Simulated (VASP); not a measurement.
## Cu3O2: single point with PBE

Cu3O2:

```
Cu O
1.0
    -2.03337    2.03337    3.67012
     2.03337   -2.03337    3.67012
     2.03337    2.03337   -3.67012
Cu O
3 2
Direct
  0.00000 0.00000 0.00000
  0.75000 0.25000 0.50000
  0.25000 0.75000 0.50000
  0.50000 0.00000 0.50000
  0.00000 0.50000 0.50000
```

- Program: VASP 6.6.1
- Task: single point
- Functional: PBE
- Potentials or basis: VASP PAW PBE potentials, release 64 (Cu_sv_GW, O)
- Cutoff: 700 eV
- k mesh: 9 × 9 × 9
- Occupations: fermi-dirac, width 0.05 eV
- Spin: no spin polarisation

- Pressure: -3.0 GPa
- Band gap on the k mesh: zero (an odd number of electrons rules out a gap without spin polarisation)

Stress tensor (GPa, compression positive):
```
-3.05  0.00  0.00
 0.00 -3.05  0.00
 0.00  0.00 -2.93
```

Levels at points of the mesh, in eV from the Fermi level:
```tsv
k point	band 33	band 34	band 35	band 36	band 37	band 38
(0.00, 0.00, 0.00)	-0.75	-0.75	0.39	0.48	5.15	5.15
```

Run time: 8.7 min on 1 thread of Intel(R) Xeon(R) Platinum 8488C (Sapphire Rapids), with other jobs on the host, peak memory 0.42 GiB.

Caveat: the cell stands under tension; an odd number of electrons without spin polarisation forces a metal; a magnetic or distorted state may lie lower. With open d or f shells a metallic result of PBE can be an artefact of self-interaction; +U or a hybrid may open a gap.
